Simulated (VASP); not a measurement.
Input of a VASP 6.6.1 run:

File POSCAR:

```
ScAl
1.0
    3.3703490000      0.0000000000      0.0000000000
    0.0000000000      3.3703490000      0.0000000000
    0.0000000000      0.0000000000      3.3703490000
Sc Al
1 1
Direct
    0.4943904878      0.5186982561      0.5183090526
   -0.0056856375      0.0186169372      0.0183703177
```

The input INCAR.step1:

```
PREC     = Accurate       # precision mode
ENCUT    = 550            # plane-wave cutoff, eV
ISMEAR   = -1             # smearing method
SIGMA    = 0.15           # smearing width, eV
LREAL    = F              # projectors in reciprocal space
LASPH    = T              # aspherical terms in the spheres
NELM     = 120            # most SCF steps
NBANDS   = 14             # bands
GGA      = PE             # functional
ALGO     = Normal         # electronic algorithm
EDIFF    = 1E-5           # SCF threshold, eV
LWAVE    = T              # write WAVECAR
LCHARG   = F              # write CHGCAR
GGA_COMPAT= F
```

File INCAR.step2:

```
PREC     = Accurate       # precision mode
ENCUT    = 550            # plane-wave cutoff, eV
EDIFF    = 1E-6           # SCF threshold, eV
ISMEAR   = -1             # smearing method
SIGMA    = 0.15           # smearing width, eV
LREAL    = F              # projectors in reciprocal space
LASPH    = T              # aspherical terms in the spheres
NELM     = 120            # most SCF steps
ALGO     = Normal         # electronic algorithm
ISIF     = 2              # what is computed and relaxed
LWAVE    = F              # write WAVECAR
LCHARG   = F              # write CHGCAR
METAGGA  = R2SCAN         # meta-GGA
LMIXTAU  = T            
NBANDS   = 14             # bands
ISTART   = 1            
GGA_COMPAT= F
```

KPOINTS

```
regular mesh
0
Gamma
  5 5 5
```

Potentials or basis: VASP PAW PBE potentials, release 64 (Sc_sv, Al).

Launch:

```console
$ cat potpaw_PBE.64/Sc_sv/POTCAR potpaw_PBE.64/Al/POTCAR > POTCAR
$ cp INCAR.step1 INCAR
$ mpirun -np 1 vasp_std > vasp.out
$ cp INCAR.step2 INCAR
$ mpirun -np 1 vasp_std > vasp.out
```

Question: Predict the band gap on the k mesh.

Answer: Zero (bands 7 and 8 overlap by 0.20 eV).

Question: Estimate the pressure.

Answer: 0.2 GPa.

Forces on the atoms (eV/Å):
```
Sc  -0.002 -0.002  0.001
Al   0.002  0.002 -0.001
```

Caveat: the k points lie up to 0.37 Å⁻¹ apart; the PAW data sets were made with another functional, which shifts forces and pressure a little.
